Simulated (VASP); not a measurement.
Input of a VASP 6.6.1 run:

The input INCAR:

```
SYSTEM = Ge2Sb2Te5
ALGO = Normal ; EDIFF = 1E-6
ENCUT = 520 ; GGA = PE
ISIF = 2 ; ISMEAR = 0
LASPH = .True. ; LCHARG = .True.
LELF = .True. ; LREAL = .False.
LVHAR = .True. ; LWAVE = .False.
NBANDS = 44 ; NELM = 80
PREC = Accurate ; SIGMA = 0.03
```

Contents of KPOINTS:

```
k-points
0
Gamma
  12 12 2
  0 0 0
```

The input POSCAR:

```
Ge2Sb2Te5
1.0
    3.7864426369      0.0000000000      0.0000000000
   -1.8932213185      3.2791555136      0.0000000000
    0.0000000000      0.0000000000     19.2665560695
Ge Sb Te
2 2 5
Direct
    0.0000000000      0.0000000000      0.3314713560
    0.0000000000      0.0000000000      0.6685286440
    0.3333333333      0.6666666667      0.1121550832
    0.6666666667      0.3333333333      0.8878449168
    0.0000000000      0.0000000000      0.0000000000
    0.3333333333      0.6666666667      0.7913602895
    0.6666666667      0.3333333333      0.2086397105
    0.3333333333      0.6666666667      0.4097504733
    0.6666666667      0.3333333333      0.5902495267
```

Potentials or basis: VASP PAW PBE potentials, release 64 (Ge_d, Sb, Te).

Launch:

```console
$ cat potpaw_PBE.64/Ge_d/POTCAR potpaw_PBE.64/Sb/POTCAR potpaw_PBE.64/Te/POTCAR > POTCAR
$ mpirun -np 1 vasp_std > vasp.out
```

What does it give for the largest force?

1.230 eV/Å.

Predict the band gap on the k mesh.

zero (bands 34 and 35 overlap by 1.73 eV).

Stress tensor (GPa, compression positive):
```
11.97  0.00  0.00
 0.00 11.97  0.00
 0.00  0.00  8.29
```

Caveat: the cell stands under pressure; spin-orbit coupling is left out, which moves the levels of the heavy elements; this functional lacks dispersion, which binds layers or chains, so the pressure and a relaxed spacing across them are unreliable; forces of over 1 eV/Å act on the atoms, so gaps and moduli don't describe the material at rest.
